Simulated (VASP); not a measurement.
# RbAu5 (P6/mmm) in VASP: relaxation of cell and atoms with LDA

Aim: the relaxation of cell and atoms of RbAu5 with LDA.

All numbers are computed with VASP 6.6.1; they aren't measurements. Logs are shortened: lines on timing, memory, paths and dates and some standing lists are left out, and cuts for length are marked.

## (1) The cell of the first run

Symmetry: P6/mmm, No. 191, hexagonal system. Conventional cell: a = 5.936 Å, b = 5.936 Å, c = 4.479 Å, α = 90.00°, β = 90.00°, γ = 120.00°. Within 4.5 Å of Rb (site symmetry 6/mmm) lie 18 Au at 3.43 to 3.72 Å and 2 Rb at 4.48 Å. Within 3.7 Å of Au (site symmetry -6m2) lie 9 Au at 2.82 to 3.43 Å and 3 Rb at 3.43 Å. Au (site symmetry mmm) has 8 Au at 2.82 to 2.97 Å and 4 Rb at 3.72 Å within 3.8 Å.

## (2) Relaxation of cell and atoms, LDA

File INCAR:

```
ALGO = Normal
EDIFF = 1E-7
EDIFFG = -0.005
ENCUT = 500
GGA_COMPAT = False
IBRION = 2
ISIF = 3
ISMEAR = 0
LASPH = True
LCHARG = False
LREAL = False
LWAVE = False
NELM = 120
NELMIN = 4
NSW = 70
PREC = Accurate
SIGMA = 0.1
```

File KPOINTS:

```
k-points
0
Gamma
  6 6 8
```

File POSCAR:

```
RbAu5
1.0
    5.9364900040      0.0000000000      0.0000000000
   -2.9682450020      5.1411511528      0.0000000000
    0.0000000000      0.0000000000      4.4794449451
Rb Au
1 5
Direct
    0.0000000000      0.0000000000      0.0000000000
    0.3333333333      0.6666666667      0.0000000000
    0.6666666667      0.3333333333      0.0000000000
    0.5000000000      0.0000000000      0.5000000000
    0.5000000000      0.5000000000      0.5000000000
    0.0000000000      0.5000000000      0.5000000000
```

Potentials or basis: VASP PAW LDA potentials, release 64 (Rb_sv, Au_sv_GW).

Launch:

```console
> cat potpaw_LDA.64/Rb_sv/POTCAR potpaw_LDA.64/Au_sv_GW/POTCAR > POTCAR
> mpirun -np 1 vasp_std > vasp.out
```

OUTCAR:

```text
EDIFF = 1E-7
   EDIFFG = -0.005
   ENCUT = 500
   IBRION = 2
   ISIF = 3
   ISMEAR = 0
   LASPH = True
   LREAL = False
   NELM = 120
   NELMIN = 4
   NSW = 70
   PREC = Accurate

 ion  position               nearest neighbor table
   1  0.000  0.000  0.000-   2 3.43   3 3.43   3 3.43   2 3.43   3 3.43   2 3.43   4 3.72   4 3.72
                             4 3.72   4 3.72   6 3.72   6 3.72   6 3.72   5 3.72   5 3.72   6 3.72
   2  0.333  0.667  0.000-   6 2.82   6 2.82   4 2.82   4 2.82   5 2.82   5 2.82   1 3.43   1 3.43
                             1 3.43
   3  0.667  0.333  0.000-   6 2.82   6 2.82   4 2.82   4 2.82   5 2.82   5 2.82   1 3.43   1 3.43
                             1 3.43
   4  0.500  0.000  0.500-   2 2.82   3 2.82   2 2.82   3 2.82   5 2.97   6 2.97   5 2.97   6 2.97
                             1 3.72   1 3.72   1 3.72   1 3.72
   5  0.500  0.500  0.500-   2 2.82   3 2.82   2 2.82   3 2.82   6 2.97   6 2.97   4 2.97   4 2.97
                             1 3.72   1 3.72   1 3.72   1 3.72
   6  0.000  0.500  0.500-   2 2.82   3 2.82   2 2.82   3 2.82   5 2.97   5 2.97   4 2.97   4 2.97
                             1 3.72   1 3.72   1 3.72   1 3.72

  LATTYP: Found a hexagonal cell.
 ALAT       =     5.9364900040
 C/A-ratio  =     0.7545611872

  Lattice vectors:

 A1 = (   5.9364900040,   0.0000000000,   0.0000000000)
 A2 = (  -2.9682450020,   5.1411511528,   0.0000000000)
 A3 = (   0.0000000000,   0.0000000000,   4.4794449451)

Analysis of symmetry for initial positions (statically):
=====================================================================
 Subroutine PRICEL returns:
 Original cell was already a primitive cell.

 Routine SETGRP: Setting up the symmetry group for a
 hexagonal supercell.

 Subroutine GETGRP returns: Found 24 space group operations
 (whereof 24 operations were pure point group operations)
 out of a pool of 24 trial point group operations.

The static configuration has the point symmetry D_6h.

Analysis of symmetry for dynamics (positions and initial velocities):
=====================================================================
 Subroutine PRICEL returns:
 Original cell was already a primitive cell.

 Routine SETGRP: Setting up the symmetry group for a
 hexagonal supercell.

 Subroutine GETGRP returns: Found 24 space group operations
 (whereof 24 operations were pure point group operations)
 out of a pool of 24 trial point group operations.

The dynamic configuration has the point symmetry D_6h.

 Subroutine INISYM returns: Found 24 space group operations
 (whereof 24 operations are pure point group operations),
 and found     1 'primitive' translations

----------------------------------------------------------------------------------------

                                     Primitive cell

  volume of cell :     136.7144

  direct lattice vectors                    reciprocal lattice vectors
     5.936490004  0.000000000  0.000000000     0.168449707  0.097254484  0.000000000
    -2.968245002  5.141151153  0.000000000     0.000000000  0.194508967  0.000000000
     0.000000000  0.000000000  4.479444945     0.000000000  0.000000000  0.223241945

  length of vectors
     5.936490004  5.936490004  4.479444945     0.194508967  0.194508967  0.223241945

  position of ions in fractional coordinates (direct lattice)
     0.000000000  0.000000000  0.000000000
     0.333333333  0.666666667  0.000000000
     0.666666667  0.333333333  0.000000000
     0.500000000  0.000000000  0.500000000
     0.500000000  0.500000000  0.500000000
     1.000000000  0.500000000  0.500000000

  ion indices of the primitive-cell ions
   primitive index   ion index
                 1           1
                 2           2
                 3           3
                 4           4
                 5           5
                 6           6

----------------------------------------------------------------------------------------

 KPOINTS: k-points

Automatic generation of k-mesh.
 Grid dimensions read from file:
 generate k-points for:    6    6    8

 Generating k-lattice:

  Cartesian coordinates                     Fractional coordinates (reciprocal lattice)
     0.028074951  0.016209081  0.000000000     0.166666667 -0.000000000  0.000000000
     0.000000000  0.032418161  0.000000000     0.000000000  0.166666667  0.000000000
     0.000000000  0.000000000  0.027905243     0.000000000  0.000000000  0.125000000

  Length of vectors
     0.032418161  0.032418161  0.027905243

  Shift w.r.t. Gamma in fractional coordinates (k-lattice)
     0.000000000  0.000000000  0.000000000

 Subroutine IBZKPT returns following result:
 ===========================================

 Found     35 irreducible k-points:

 Following reciprocal coordinates:
            Coordinates               Weight
  0.000000  0.000000  0.000000      1.000000
  0.166667 -0.000000  0.000000      6.000000
  0.333333  0.000000  0.000000      6.000000
  0.500000  0.000000  0.000000      3.000000
  0.166667  0.166667  0.000000      6.000000
  0.333333  0.166667  0.000000     12.000000
[... 16 lines left out ...]
  0.166667 -0.000000  0.375000     12.000000
  0.333333  0.000000  0.375000     12.000000
 [... further k-points ...]
   k-points           NKPTS =     35   k-points in BZ     NKDIM =     35   number of bands    NBANDS=     62
   number of dos      NEDOS =    301   number of ions     NIONS =      6
   total plane-waves  NPLWV =  82944
   dimension x,y,z NGX =    48 NGY =   48 NGZ =   36
   dimension x,y,z NGXF=    96 NGYF=   96 NGZF=   72
   ions per type =               1   5
   NGX,Y,Z   is equivalent  to a cutoff of  13.44, 13.44, 13.36 a.u.
   NGXF,Y,Z  is equivalent  to a cutoff of  26.88, 26.88, 26.72 a.u.
 SYSTEM =  unknown system
   PREC   = accura    normal or accurate (medium, high low for compatibility)
   ISTART =      0    job   : 0-new  1-cont  2-samecut
   ICHARG =      2    charge: 1-file 2-atom 10-const
   ISPIN  =      1    spin polarized calculation?
   LNONCOLLINEAR =      F non collinear calculations
   LSORBIT =      F    spin-orbit coupling
   LASPH  =      T    aspherical Exc in radial PAW
   ENCUT  =  500.0 eV  36.75 Ry    6.06 a.u.  10.82 10.82  8.17*2*pi/ulx,y,z
   NELM   =    120;   NELMIN=  4; NELMDL= -5     # of ELM steps
   EDIFF  = 0.1E-06   stopping-criterion for ELM
   LREAL  =      F    real-space projection
   EDIFFG = -.5E-02   stopping-criterion for IOM
   NSW    =     70    number of steps for IOM
   IBRION =      2    ionic relax: 0-MD 1-quasi-New 2-CG
   NFREE  =      1    steps in history (QN), initial steepest desc. (CG)
   ISIF   =      3    stress and relaxation
   ISYM   =      2    0-nonsym 1-usesym 2-fastsym
   POTIM  = 0.5000    time-step for ionic-motion
   TEBEG  =    0.0;   TEEND  =   0.0 temperature during run
   PSTRESS=    0.0 pullay stress
   NELECT =     104.0000    total number of electrons
   NUPDOWN=      -1.0000    fix difference up-down
   EMIN   =  10.00;   EMAX   =-10.00  energy-range for DOS
   EFERMI =   0.00;   METHOD = LEGACY
   ISMEAR =     0;   SIGMA  =   0.10  broadening in eV -4-tet -1-fermi 0-gaus
   EFERMI_NEDOS =   21; number of points for ismear=-14 and -15
   IALGO  =     38    algorithm
   IMIX   =      4    mixing-type and parameters
     AMIX     =   0.40;   BMIX     =  1.00
     AMIX_MAG =   1.60;   BMIX_MAG =  1.00
  volume/ion in A,a.u.               =      22.79       153.77
  Fermi-wavevector in a.u.,A,eV,Ry     =   1.494449  2.824100 30.386960  2.233379
  Thomas-Fermi vector in A             =   2.606721
   LORBIT       =      0    0 simple, 1 ext, 2 COOP (PROOUT), +10 PAW based schemes
   GGA     = CA    functional components
   LHFCALC =     F    Hartree Fock is set to
   AEXX    =    0.0000 exact exchange contribution
   IVDW    =     0    specifies the selected vdW correction
   LEPSILON=     F    determine dielectric tensor
   LRPA    =     F    only Hartree local field effects (RPA)
 conjugate gradient relaxation of ions
 non-spin polarized calculation
 Gauss-broadening in eV      SIGMA  =   0.10
  energy-cutoff  :      500.00
  volume of cell :      136.71
 maximum number of plane-waves:      3495
 NGX is ok and might be reduce to    48
   NGX = 21   NGY = 21   NGZ = 17

--------------------------------------- Ionic step        1  -------------------------------------------

 number of electron     103.9999985 magnetization

 Free energy of the ion-electron system (eV)
  ---------------------------------------------------
  ext. energy  EPLUGINS =         0.00000000
  ---------------------------------------------------
  free energy    TOTEN  =       -20.64886306 eV

  energy without entropy =      -20.63967826  energy(sigma->0) =      -20.64427066

 E-fermi :   4.9969     XC(G=0): -11.4640

 val. band max:        4.9787419656   @ k =   0.1667   0.1667   0.2500
 cond. band min:       5.0125952275   @ k =   0.5000   0.0000   0.0000
 fundamental gap:      0.0338532619
 Fermi energy:         4.9969233389

 k-point     1 :       0.0000    0.0000    0.0000
  band No.  band energies     occupation
      1    -100.1143      2.00000
      2    -100.1097      2.00000
      3    -100.1097      2.00000
      4    -100.0404      2.00000
      5    -100.0401      2.00000
      6     -51.8424      2.00000
[... 1549 lines left out ...]
     61      11.9787      0.00000
     62      12.5639      0.00000

 [... further k-points ...]
[... 5 lines left out ...]
  --------------------------------------------------------------------------------------
  -------------------------------------------------------------------------------------
  Total       -7.2092243     -7.2092243     -8.6778083      0.0000000     -0.0000000     -0.0000000
  in kB      -84.4860111    -84.4860111   -101.6965723      0.0000000     -0.0000000     -0.0000000
  external PRESSURE =     -90.2228648 kB  Pullay stress =       0.0000000 kB
[... 101 lines left out ...]
  FREE ENERGIE OF THE ION-ELECTRON SYSTEM (eV)
  ---------------------------------------------------
  free  energy   TOTEN  =       -21.0232580978 eV

  energy  without entropy=      -21.0133132792  energy(sigma->0) =      -21.01828569

[... ionic steps 4 to 9 ...]

--------------------------------------- Ionic step       10  -------------------------------------------

 number of electron     104.0000024 magnetization

------------------------ aborting loop because EDIFF is reached ----------------------------------------
[... 75 lines left out ...]
--------------------------------------- Ionic step       12  -------------------------------------------

 number of electron     104.0000023 magnetization

 Free energy of the ion-electron system (eV)
  ---------------------------------------------------
  ext. energy  EPLUGINS =         0.00000000
  ---------------------------------------------------
  free energy    TOTEN  =       -21.05179447 eV

  energy without entropy =      -21.04305729  energy(sigma->0) =      -21.04742588

 E-fermi :   6.2311     XC(G=0): -12.0560

 val. band max:        6.2108291427   @ k =   0.1667   0.1667   0.2500
 cond. band min:       6.2362321407   @ k =   0.5000   0.0000   0.3750
 fundamental gap:      0.0254029980
 Fermi energy:         6.2311443384

 k-point     1 :       0.0000    0.0000    0.0000
  band No.  band energies     occupation
      1     -99.3007      2.00000
      2     -99.2921      2.00000
      3     -99.2921      2.00000
      4     -99.1355      2.00000
      5     -99.1354      2.00000
      6     -51.0771      2.00000
[... 1549 lines left out ...]
     61      13.4629      0.00000
     62      14.3268      0.00000

 [... further k-points ...]
[... 5 lines left out ...]
  --------------------------------------------------------------------------------------
  -------------------------------------------------------------------------------------
  Total       -0.0177674     -0.0177674     -0.0016284      0.0000000     -0.0000000      0.0000000
  in kB       -0.2305827     -0.2305827     -0.0211337      0.0000000     -0.0000000      0.0000000
  external PRESSURE =      -0.1607664 kB  Pullay stress =       0.0000000 kB
[... 21 lines left out ...]
  FREE ENERGIE OF THE ION-ELECTRON SYSTEM (eV)
  ---------------------------------------------------
  free  energy   TOTEN  =       -21.0517944715 eV

  energy  without entropy=      -21.0430572856  energy(sigma->0) =      -21.04742588

 reached required accuracy - stopping structural energy minimisation
```

Run time: 39 min. Hardware: 1 thread of Intel Xeon Platinum 8488C (Sapphire Rapids), shared host; peak memory 0.39 GiB.

What came out:

```
Free energy                           : -21.0518 eV
Relaxed volume                        : 20.58 Å³/atom
Relaxed cell                          : a = 5.683 Å, b = 5.683 Å, c = 4.414 Å, α = 90.00°, β = 90.00°, γ = 120.00°
Space group after relaxing (to 0.1 Å) : P6/mmm (No. 191)
Energy gained by relaxing             : 67.2 meV/atom
Ionic steps                           : 12
Pressure after relaxing               : 0.0 GPa
Band gap on the k mesh                : zero (bands 52 and 53 overlap by 1.96 eV)
```

Step by step:
| step | energy change (eV) | largest force (eV/Å) | pressure (GPa) | volume (Å³) |
| --- | --- | --- | --- | --- |
| 1 | 0.0000 | 0.0000 | -9.02 | 136.71 |
| 2 | 0.1649 | 0.0000 | 15.68 | 112.86 |
| 3 | -0.3744 | 0.0000 | -0.34 | 124.95 |
| 4 | -0.3746 | 0.0000 | -0.13 | 124.72 |
| 5 | -0.3928 | 0.0000 | -0.07 | 124.13 |
| 6 | -0.4029 | 0.0000 | 0.14 | 123.28 |
| 7 | -0.4029 | 0.0000 | 0.15 | 123.31 |
| 8 | -0.4031 | 0.0000 | 0.14 | 123.34 |
| 9 | -0.4027 | 0.0000 | -0.26 | 123.73 |
| 10 | -0.4031 | 0.0000 | -0.03 | 123.49 |
| 11 | -0.4031 | 0.0000 | -0.01 | 123.47 |
| 12 | -0.4029 | 0.0000 | -0.02 | 123.45 |

Final structure:
```yaml
crystal:
  lattice:
    - [5.68261, 0.00000, 0.00000]
    - [-2.84131, 4.92129, 0.00000]
    - [0.00000, 0.00000, 4.41448]
  atoms:
    - { symbol: Rb, position: [0.00000, 0.00000, 0.00000] }
    - { symbol: Au, position: [0.33333, 0.66667, 0.00000] }
    - { symbol: Au, position: [0.66667, 0.33333, 0.00000] }
    - { symbol: Au, position: [0.50000, 0.00000, 0.50000] }
    - { symbol: Au, position: [0.50000, 0.50000, 0.50000] }
    - { symbol: Au, position: [0.00000, 0.50000, 0.50000] }
```

Levels at points of the mesh, in eV from the Fermi level:
```
           k point  band 50  band 51  band 52  band 53  band 54  band 55
(0.00, 0.00, 0.00)    -1.68    -1.24     0.89     0.93     0.93     2.00
(0.50, 0.00, 0.00)    -3.01    -1.70    -0.09     0.14     2.83     4.21
(0.00, 0.00, 0.50)    -1.90    -1.90    -0.48     0.80     0.80     1.75
(0.50, 0.00, 0.50)    -2.17    -1.94    -1.85    -0.81     1.88     2.03
```

Caveat: spin-orbit coupling is left out, which moves the levels of the heavy elements. Zero-point motion and thermal expansion aren't in these numbers.
